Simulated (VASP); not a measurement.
HgTe, 2 atoms in the cell. It takes space group F-43m (No. 216, cubic). Conventional cell: a = 6.650 Å, b = 6.650 Å, c = 6.650 Å, α = 90.00°, β = 90.00°, γ = 90.00°. Within 3.8 Å of Hg (site symmetry -43m) lie 4 Te at 2.88 Å. Te (site symmetry -43m) has 4 Hg at 2.88 Å within 3.8 Å. 

* Program: VASP 6.6.1
* Task: single point
* Functional: PBE
* Potentials or basis: VASP PAW PBE potentials, release 64 (Hg, Te)
* Cutoff: 500 eV
* k mesh: 12 × 12 × 12
* Occupations: gaussian, width 0.1 eV
* Spin: no spin polarisation
* Dipole correction: no
* Further INCAR settings: ALGO = Normal; EDIFF = 1e-06; NBANDS = 16

Potentials or basis: VASP PAW PBE potentials, release 64 (Hg, Te).

The run is started by

```bash
$ cat potpaw_PBE.64/Hg/POTCAR potpaw_PBE.64/Te/POTCAR > POTCAR
$ mpirun -np 1 vasp_std > vasp.out
```

Hardware: 1 thread of Intel(R) Xeon(R) Platinum 8375C CPU @ 2.90GHz (Ice Lake), with other jobs on the host.

Q: How long does it take, and how much memory?

A: It took 48 s on 1 thread of Intel(R) Xeon(R) Platinum 8375C CPU @ 2.90GHz (Ice Lake) (shared host), peak memory 0.25 GiB. Counts: scf iterations 12, k points 72.
